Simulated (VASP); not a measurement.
Input of a VASP 6.6.1 run:

File INCAR:

```
PREC     = Accurate       # precision mode
ENCUT    = 520            # plane-wave cutoff, eV
EDIFF    = 1E-6           # SCF threshold, eV
ISMEAR   = 0              # smearing method
SIGMA    = 0.02           # smearing width, eV
LREAL    = F              # projectors in reciprocal space
LASPH    = T              # aspherical terms in the spheres
NELM     = 100            # most SCF steps
ALGO     = Normal         # electronic algorithm
ISIF     = 2              # what is computed and relaxed
LWAVE    = F              # write WAVECAR
LCHARG   = F              # write CHGCAR
GGA      = PS             # functional
NBANDS   = 27             # bands
```

File KPOINTS:

```
regular mesh
0
Gamma
  8 8 8
```

The input POSCAR:

```
KTaO3
1.0
    4.1051803310      0.0000000000      0.0000000000
    0.0000000000      4.1051803310      0.0000000000
    0.0000000000      0.0000000000      3.9138709563
K Ta O
1 1 3
Direct
    0.5000000000      0.5000000000      0.5000000000
    0.0000000000      0.0000000000      0.0000000000
    0.0000000000      0.5000000000      0.0000000000
    0.0000000000      0.0000000000      0.5000000000
    0.5000000000      0.0000000000      0.0000000000
```

Potentials or basis: VASP PAW PBE potentials, release 64 (K_sv, Ta_pv, O).

The run is started by

```sh
$ cat potpaw_PBE.64/K_sv/POTCAR potpaw_PBE.64/Ta_pv/POTCAR potpaw_PBE.64/O/POTCAR > POTCAR
$ mpirun -np 1 vasp_std > vasp.out
```

(1) Estimate the pressure.

(2) Estimate the band gap on the k mesh.

Results:

(1) -6.2 GPa.

(2) 1.92 eV (least direct gap 2.54 eV).

Caveat: the cell differs from its parent crystal (biaxial strain in the a-b plane: +3.0 %); the cell stands under tension; the PAW data sets were made with another functional, which shifts forces and pressure a little; spin-orbit coupling is left out, which moves the levels of the heavy elements.
